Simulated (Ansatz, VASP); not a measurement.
## Si2HIr2 in VASP and in Ansatz

```xyz
5
Lattice="0.0000 3.7384 0.0000 3.7384 0.0000 0.0000 1.8692 1.8692 -4.5780" Properties=species:S:1:pos:R:3 pbc="T T T"
Si    1.8692    1.8692   -1.1445
Si    3.7384    3.7384   -3.4335
H     0.0000    0.0000    0.0000
Ir    1.8692    3.7384   -2.2890
Ir    3.7384    1.8692   -2.2890
```

Alike in both runs: task single point; functional r2SCAN; k mesh 10 × 10 × 10; occupations fermi-dirac, width 0.0639 eV; no spin polarisation.

|  | VASP | Ansatz |
| --- | --- | --- |
| version | VASP 6.6.1 | Ansatz 0.2.0 |
| potentials or method | VASP PAW PBE potentials, release 64 (Si, H, Ir_sv_GW), cutoff 620 eV | PAW plane waves |
| valence electrons in the cell | 43 | 43 |

```tsv
	VASP	Ansatz	Ansatz less VASP
rms of the force components (eV/Å)	1.797	1.785	-0.0120
```

VASP's potentials were made for PBE, not for r2SCAN. Atom by atom the forces differ by 0.012 eV/Å (rms over components).

Neither program's run includes spin-orbit coupling.
